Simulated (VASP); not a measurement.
Set up this calculation in VASP 6.6.1, as the native input.

```yaml
Task: relaxation of shape and atoms at fixed volume
Functional: PBEsol
Potentials_or_basis: VASP PAW PBE potentials, release 64 (Cu, Pt)
Cutoff: 600 eV
k_mesh: 18 × 18 × 18
Occupations: gaussian, width 0.1 eV
Spin: no spin polarisation
Dipole_correction: no
Further_INCAR_settings: ALGO = Fast; EDIFF = 1e-07; IBRION = 2; EDIFFG = -0.01; NSW = 50; ISIF = 4
```

The structure of CuPt lies in POSCAR:

```
CuPt
1.0
    1.3239200131      0.7643655759      4.1501331648
   -1.3239200131      0.7643655759      4.1501331648
    0.0000000000     -1.5287311518      4.1501331648
Cu Pt
1 1
Direct
    0.0000000000      0.0000000000      0.0000000000
    0.5000000000      0.5000000000      0.5000000000
```

This cell differs from its parent crystal: volume scaled by 0.94.

These files were run (other wordings do the same):

INCAR

```
PREC = Accurate
ENCUT = 600
EDIFF = 1E-7
ISMEAR = 0
SIGMA = 0.1
LREAL = False
LASPH = True
NELM = 80
ALGO = Fast
ISIF = 4
LWAVE = False
LCHARG = False
GGA = PS
IBRION = 2
NSW = 50
EDIFFG = -0.01
```

KPOINTS

```
Automatic mesh
0
Gamma
  18 18 18
```

Potentials or basis: VASP PAW PBE potentials, release 64 (Cu, Pt).

Run with:

```console
$ cat potpaw_PBE.64/Cu/POTCAR potpaw_PBE.64/Pt/POTCAR > POTCAR
$ mpirun -np 1 vasp_std > vasp.out
```

Results of the run:

| Item | Value |
| --- | --- |
| Energy gained by relaxing | 0.0 meV/atom |
| Ionic steps | 2 |
| Pressure after relaxing | 16.8 GPa |

Caveat: the PAW data sets were made with another functional, which shifts forces and pressure a little.

Run time: 9 min on 1 thread of Intel(R) Xeon(R) 6975P-C (Granite Rapids), with other jobs on the host, peak memory 0.48 GiB.
